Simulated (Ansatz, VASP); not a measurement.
# MgO in VASP and in Ansatz

```xyz
2
Lattice="0.0000 2.0970 2.0970 2.0970 0.0000 2.0970 2.0970 2.0970 0.0000" Properties=species:S:1:pos:R:3 pbc="T T T"
Mg    0.0000    0.0000    0.0000
O     2.0970    2.0970    2.0970
```

Alike in both runs: functional RPBE; k mesh 11 × 11 × 11; occupations fermi-dirac, width 0.05 eV; no spin polarisation.

|  | VASP | Ansatz |
| --- | --- | --- |
| version | VASP 6.6.1 | Ansatz 0.2.0 |
| potentials or method | VASP PAW PBE potentials, release 64 (Mg, O), cutoff 520 eV | all-electron LAPW, scalar-relativistic |
| task | single point | band structure |

VASP gave:

- gap on the k mesh at the Fermi level (eV): 4.95
- least direct gap on the mesh (eV): 4.95
- pressure (GPa): 11.0

Problem. Estimate Ansatz's values.

Solution. gap on the k mesh at the Fermi level (eV): 4.97; least direct gap on the mesh (eV): 4.97; pressure (GPa): 11.9.

VASP's potentials were made for PBE, not for RPBE. Ansatz ran all-electron here, and VASP with PAW potentials.
